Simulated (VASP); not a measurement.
# InAs (I-4m2) in VASP: notebook

InAs is run at these levels: PBE; tasks: single point.

Everything below comes from runs of VASP 6.6.1. Logs are shortened: lines on timing, memory, paths and dates and some standing lists are left out, and cuts for length are marked.

## (1) The cell of the first run

Symmetry: I-4m2, No. 119, tetragonal system. The conventional cell has a = 4.440 Å, b = 4.440 Å, c = 6.187 Å, α = 90.00°, β = 90.00°, γ = 90.00°. Within 3.6 Å of In (site symmetry -4m2) lie 4 As at 2.71 Å. Within 3.6 Å of As (site symmetry -4m2) lie 4 In at 2.71 Å.

## (2) Single point, PBE (strain +0.015 along x and y, +0.000 along z)

The input, INCAR:

```
SYSTEM = InAs
ALGO = Normal ; EDIFF = 1E-7
ENCUT = 520 ; GGA = PE
ISIF = 2 ; ISMEAR = 0
LASPH = .TRUE. ; LCHARG = .FALSE.
LREAL = .FALSE. ; LWAVE = .FALSE.
NBANDS = 16 ; NELM = 60
PREC = Accurate ; SIGMA = 0.15
```

The input, KPOINTS:

```
k-points
0
G
  16 16 16
  0 0 0
```

The input, POSCAR:

```
InAs
1.0
    0.0000000000      3.1397803528      3.0933796579
    3.1397803528      0.0000000000      3.0933796579
    3.1397803528      3.1397803528      0.0000000000
In As
1 1
Direct
    0.0000000000      0.0000000000      0.0000000000
    0.7500000000      0.7500000000      0.7500000000
```

Potentials or basis: VASP PAW PBE potentials, release 64 (In_d, As).

Command:

```bash
> cat potpaw_PBE.64/In_d/POTCAR potpaw_PBE.64/As/POTCAR > POTCAR
> mpirun -np 1 vasp_std > vasp.out
```

OUTCAR:

```text
SYSTEM = InAs
   EDIFF = 1E-7
   ENCUT = 520
   GGA = PE
   ISIF = 2
   ISMEAR = 0
   LASPH = .TRUE.
   LREAL = .FALSE.
   NELM = 60
   PREC = Accurate

 ion  position               nearest neighbor table
   1  0.000  0.000  0.000-   2 2.71   2 2.71   2 2.71   2 2.71
   2  0.750  0.750  0.750-   1 2.71   1 2.71   1 2.71   1 2.71

  LATTYP: Found a body centered tetragonal cell.
 ALAT       =     4.4403199578
 C/A-ratio  =     1.3933138545

  Lattice vectors:

 A1 = (   0.0000000000,  -3.1397803528,  -3.0933796579)
 A2 = (   0.0000000000,   3.1397803528,  -3.0933796579)
 A3 = (   3.1397803528,   0.0000000000,   3.0933796579)

Analysis of symmetry for initial positions (statically):
=====================================================================
 Subroutine PRICEL returns:
 Original cell was already a primitive cell.

 Routine SETGRP: Setting up the symmetry group for a
 body centered tetragonal supercell.

 Subroutine GETGRP returns: Found  8 space group operations
 (whereof  8 operations were pure point group operations)
 out of a pool of 16 trial point group operations.

The static configuration has the point symmetry D_2d.

Analysis of symmetry for dynamics (positions and initial velocities):
=====================================================================
 Subroutine PRICEL returns:
 Original cell was already a primitive cell.

 Routine SETGRP: Setting up the symmetry group for a
 body centered tetragonal supercell.

 Subroutine GETGRP returns: Found  8 space group operations
 (whereof  8 operations were pure point group operations)
 out of a pool of 16 trial point group operations.

The dynamic configuration has the point symmetry D_2d.

 Subroutine INISYM returns: Found  8 space group operations
 (whereof  8 operations are pure point group operations),
 and found     1 'primitive' translations

----------------------------------------------------------------------------------------

                                     Primitive cell

  volume of cell :      60.9904

  direct lattice vectors                    reciprocal lattice vectors
     0.000000000  3.139780353  3.093379658    -0.159246808  0.159246808  0.161635510
     3.139780353  0.000000000  3.093379658     0.159246808 -0.159246808  0.161635510
     3.139780353  3.139780353  0.000000000     0.159246808  0.159246808 -0.161635510

  length of vectors
     4.407631833  4.407631833  4.440319958     0.277209542  0.277209542  0.277209542

  position of ions in fractional coordinates (direct lattice)
     0.000000000  0.000000000  0.000000000
     0.750000000  0.750000000  0.750000000

  ion indices of the primitive-cell ions
   primitive index   ion index
                 1           1
                 2           2

----------------------------------------------------------------------------------------

 KPOINTS: k-points

Automatic generation of k-mesh.
 Grid dimensions read from file:
 generate k-points for:   16   16   16

 Generating k-lattice:

  Cartesian coordinates                     Fractional coordinates (reciprocal lattice)
    -0.009952926  0.009952926  0.010102219     0.062500000  0.000000000  0.000000000
     0.009952926 -0.009952926  0.010102219     0.000000000  0.062500000  0.000000000
     0.009952926  0.009952926 -0.010102219     0.000000000  0.000000000  0.062500000

  Length of vectors
     0.017325596  0.017325596  0.017325596

  Shift w.r.t. Gamma in fractional coordinates (k-lattice)
     0.000000000  0.000000000  0.000000000

 Subroutine IBZKPT returns following result:
 ===========================================

 Found    349 irreducible k-points:

 Following reciprocal coordinates:
            Coordinates               Weight
  0.000000  0.000000  0.000000      1.000000
  0.062500  0.000000  0.000000      8.000000
  0.125000  0.000000  0.000000      8.000000
  0.187500  0.000000  0.000000      8.000000
  0.250000  0.000000  0.000000      8.000000
  0.312500  0.000000  0.000000      8.000000
[... 16 lines left out ...]
 -0.125000  0.062500  0.000000      8.000000
 -0.062500  0.062500  0.000000      4.000000
 [... further k-points ...]
   k-points           NKPTS =    349   k-points in BZ     NKDIM =    349   number of bands    NBANDS=     16
   number of dos      NEDOS =    301   number of ions     NIONS =      2
   total plane-waves  NPLWV =  46656
   dimension x,y,z NGX =    36 NGY =   36 NGZ =   36
   dimension x,y,z NGXF=    72 NGYF=   72 NGZF=   72
   ions per type =               1   1
   NGX,Y,Z   is equivalent  to a cutoff of  13.58, 13.58, 13.48 a.u.
   NGXF,Y,Z  is equivalent  to a cutoff of  27.16, 27.16, 26.96 a.u.
 SYSTEM =  InAs
   PREC   = accura    normal or accurate (medium, high low for compatibility)
   ISTART =      0    job   : 0-new  1-cont  2-samecut
   ICHARG =      2    charge: 1-file 2-atom 10-const
   ISPIN  =      1    spin polarized calculation?
   LNONCOLLINEAR =      F non collinear calculations
   LSORBIT =      F    spin-orbit coupling
   LASPH  =      T    aspherical Exc in radial PAW
   ENCUT  =  520.0 eV  38.22 Ry    6.18 a.u.   8.20  8.20  8.26*2*pi/ulx,y,z
   NELM   =     60;   NELMIN=  2; NELMDL= -5     # of ELM steps
   EDIFF  = 0.1E-06   stopping-criterion for ELM
   LREAL  =      F    real-space projection
   EDIFFG = 0.1E-05   stopping-criterion for IOM
   NSW    =      0    number of steps for IOM
   IBRION =     -1    ionic relax: 0-MD 1-quasi-New 2-CG
   NFREE  =      0    steps in history (QN), initial steepest desc. (CG)
   ISIF   =      2    stress and relaxation
   ISYM   =      2    0-nonsym 1-usesym 2-fastsym
   POTIM  = 0.5000    time-step for ionic-motion
   TEBEG  =    0.0;   TEEND  =   0.0 temperature during run
   PSTRESS=    0.0 pullay stress
   NELECT =      18.0000    total number of electrons
   NUPDOWN=      -1.0000    fix difference up-down
   EMIN   =  10.00;   EMAX   =-10.00  energy-range for DOS
   EFERMI =   0.00;   METHOD = LEGACY
   ISMEAR =     0;   SIGMA  =   0.15  broadening in eV -4-tet -1-fermi 0-gaus
   EFERMI_NEDOS =   21; number of points for ismear=-14 and -15
   IALGO  =     38    algorithm
   IMIX   =      4    mixing-type and parameters
     AMIX     =   0.40;   BMIX     =  1.00
     AMIX_MAG =   1.60;   BMIX_MAG =  1.00
  volume/ion in A,a.u.               =      30.50       205.79
  Fermi-wavevector in a.u.,A,eV,Ry     =   1.089963  2.059731 16.163984  1.188019
  Thomas-Fermi vector in A             =   2.226177
   LORBIT       =      0    0 simple, 1 ext, 2 COOP (PROOUT), +10 PAW based schemes
   GGA     = PE    functional components
   LHFCALC =     F    Hartree Fock is set to
   AEXX    =    0.0000 exact exchange contribution
   IVDW    =     0    specifies the selected vdW correction
   LEPSILON=     F    determine dielectric tensor
   LRPA    =     F    only Hartree local field effects (RPA)
 non-spin polarized calculation
 Gauss-broadening in eV      SIGMA  =   0.15
  energy-cutoff  :      520.00
  volume of cell :       60.99
 maximum number of plane-waves:      1659
 NGX is ok and might be reduce to    36
   NGX = 17   NGY = 17   NGZ = 17

 number of electron      17.9999999 magnetization

 Free energy of the ion-electron system (eV)
  ---------------------------------------------------
  ext. energy  EPLUGINS =         0.00000000
  ---------------------------------------------------
  free energy    TOTEN  =        -7.71202689 eV

  energy without entropy =       -7.71187797  energy(sigma->0) =       -7.71195243

 E-fermi :   3.7277     XC(G=0):  -8.6689

 val. band max:        3.6094527932   @ k =   0.0000   0.0000   0.0000
 cond. band min:       3.9569113483   @ k =   0.0625   0.0000   0.0000
 fundamental gap:      0.3474585551
 Fermi energy:         3.7276649330

 k-point     1 :       0.0000    0.0000    0.0000
  band No.  band energies     occupation
      1     -10.6582      2.00000
      2     -10.6582      2.00000
      3     -10.6532      2.00000
      4     -10.5684      2.00000
      5     -10.5651      2.00000
      6      -7.7058      2.00000
[... 8 lines left out ...]
     15      12.8783      0.00000
     16      13.1043      0.00000

 k-point     2 :       0.0625    0.0000    0.0000
  band No.  band energies     occupation
      1     -10.6607      2.00000
      2     -10.6571      2.00000
      3     -10.6531      2.00000
      4     -10.5684      2.00000
      5     -10.5651      2.00000
      6      -7.6717      2.00000
[... 8 lines left out ...]
     15      12.5538      0.00000
     16      12.7409      0.00000

 k-point     3 :       0.1250    0.0000    0.0000
  band No.  band energies     occupation
      1     -10.6695      2.00000
      2     -10.6541      2.00000
      3     -10.6506      2.00000
      4     -10.5685      2.00000
      5     -10.5650      2.00000
      6      -7.5716      2.00000
[... 8 lines left out ...]
     15      12.1454      0.00000
     16      12.2985      0.00000

 k-point     4 :       0.1875    0.0000    0.0000
  band No.  band energies     occupation
      1     -10.6831      2.00000
      2     -10.6498      2.00000
      3     -10.6466      2.00000
      4     -10.5683      2.00000
      5     -10.5646      2.00000
      6      -7.4123      2.00000
[... 8 lines left out ...]
     15      11.9200      0.00000
     16      12.0646      0.00000

 k-point     5 :       0.2500    0.0000    0.0000
  band No.  band energies     occupation
      1     -10.6988      2.00000
      2     -10.6452      2.00000
      3     -10.6421      2.00000
      4     -10.5678      2.00000
      5     -10.5637      2.00000
      6      -7.2066      2.00000
[... 8 lines left out ...]
     15      11.9553      0.00000
     16      12.0398      0.00000

 k-point     6 :       0.3125    0.0000    0.0000
  band No.  band energies     occupation
      1     -10.7141      2.00000
      2     -10.6411      2.00000
      3     -10.6381      2.00000
      4     -10.5666      2.00000
      5     -10.5621      2.00000
      6      -6.9755      2.00000
[... 8 lines left out ...]
     15      12.2750      0.00000
     16      12.2914      0.00000

 k-point     7 :       0.3750    0.0000    0.0000
  band No.  band energies     occupation
      1     -10.7268      2.00000
      2     -10.6380      2.00000
      3     -10.6352      2.00000
      4     -10.5652      2.00000
      5     -10.5604      2.00000
      6      -6.7523      2.00000
[... 8 lines left out ...]
     15      12.8042      0.00000
     16      12.8372      0.00000

 k-point     8 :       0.4375    0.0000    0.0000
  band No.  band energies     occupation
      1     -10.7352      2.00000
      2     -10.6363      2.00000
      3     -10.6335      2.00000
      4     -10.5639      2.00000
      5     -10.5590      2.00000
      6      -6.5839      2.00000
[... 8 lines left out ...]
     15      13.4646      0.00000
     16      13.5372      0.00000

 k-point     9 :       0.5000    0.0000    0.0000
  band No.  band energies     occupation
      1     -10.7381      2.00000
      2     -10.6357      2.00000
      3     -10.6329      2.00000
      4     -10.5634      2.00000
      5     -10.5584      2.00000
      6      -6.5200      2.00000
[... 8 lines left out ...]
     15      13.8951      0.00000
     16      14.0003      0.00000
[... 172 lines left out ...]
 k-point    19 :      -0.3750    0.0625    0.0000
  band No.  band energies     occupation
      1     -10.7315      2.00000
      2     -10.6366      2.00000
      3     -10.6331      2.00000
      4     -10.5640      2.00000
      5     -10.5613      2.00000
      6      -6.6669      2.00000
[... 8 lines left out ...]
     15      12.6143      0.00000
     16      13.5783      0.00000

 k-point    20 :      -0.3125    0.0625    0.0000
  band No.  band energies     occupation
      1     -10.7206      2.00000
      2     -10.6396      2.00000
      3     -10.6350      2.00000
      4     -10.5648      2.00000
      5     -10.5635      2.00000
      6      -6.8762      2.00000
[... 8 lines left out ...]
     15      11.9962      0.00000
     16      13.0396      0.00000

 k-point    21 :      -0.2500    0.0625    0.0000
  band No.  band energies     occupation
      1     -10.7066      2.00000
      2     -10.6437      2.00000
      3     -10.6380      2.00000
      4     -10.5658      2.00000
      5     -10.5651      2.00000
      6      -7.1073      2.00000
[... 8 lines left out ...]
     15      11.8043      0.00000
     16      12.7128      0.00000

 k-point    22 :      -0.1875    0.0625    0.0000
  band No.  band energies     occupation
      1     -10.6915      2.00000
      2     -10.6484      2.00000
      3     -10.6418      2.00000
      4     -10.5667      2.00000
      5     -10.5660      2.00000
      6      -7.3224      2.00000
[... 8 lines left out ...]
     15      11.8482      0.00000
     16      12.5510      0.00000

 k-point    23 :      -0.1250    0.0625    0.0000
  band No.  band energies     occupation
      1     -10.6777      2.00000
      2     -10.6528      2.00000
      3     -10.6458      2.00000
      4     -10.5673      2.00000
      5     -10.5661      2.00000
      6      -7.4971      2.00000
[... 8 lines left out ...]
     15      11.8523      0.00000
     16      12.2318      0.00000

 k-point    24 :      -0.0625    0.0625    0.0000
  band No.  band energies     occupation
      1     -10.6672      2.00000
      2     -10.6559      2.00000
      3     -10.6495      2.00000
      4     -10.5678      2.00000
      5     -10.5657      2.00000
      6      -7.6163      2.00000
[... 8 lines left out ...]
     15      12.0470      0.00000
     16      12.4847      0.00000

 [... further k-points ...]
[... 5 lines left out ...]
  --------------------------------------------------------------------------------------
  -------------------------------------------------------------------------------------
  Total       -0.5629432     -0.5629432     -0.3779990      0.0000000      0.0000000     -0.0000000
  in kB      -14.7881344    -14.7881344     -9.9297758      0.0000000      0.0000000     -0.0000000
  external PRESSURE =     -13.1686815 kB  Pullay stress =       0.0000000 kB

 VOLUME and BASIS-vectors are now :
 -----------------------------------------------------------------------------
  energy-cutoff  :      520.00
  volume of cell :       60.99
      direct lattice vectors                 reciprocal lattice vectors
     0.000000000  3.139780353  3.093379658    -0.159246808  0.159246808  0.161635510
     3.139780353  0.000000000  3.093379658     0.159246808 -0.159246808  0.161635510
     3.139780353  3.139780353  0.000000000     0.159246808  0.159246808 -0.161635510

 POSITION                                       TOTAL-FORCE (eV/Angst)
 -----------------------------------------------------------------------------------
      0.00000      0.00000      0.00000         0.000000      0.000000      0.000000
      4.70967      4.70967      4.64007        -0.000000     -0.000000     -0.000000
 -----------------------------------------------------------------------------------
    total drift:                               -0.000000     -0.000000      0.000000

  FREE ENERGIE OF THE ION-ELECTRON SYSTEM (eV)
  ---------------------------------------------------
  free  energy   TOTEN  =        -7.7120268948 eV

  energy  without entropy=       -7.7118779726  energy(sigma->0) =       -7.71195243
```

Run time: 3.8 min. Hardware: 1 thread of Intel Xeon Platinum 8488C (Sapphire Rapids), shared host; peak memory 0.48 GiB.

What came out:

| Property | Result |
| --- | --- |
| Free energy | -7.7120 eV |
| Pressure | -1.3 GPa |

Caveat: the cell differs from its parent crystal (strain +0.015 along x and y, +0.000 along z); spin-orbit coupling is left out, which moves the levels of the heavy elements.

[end of part 1 of 2]
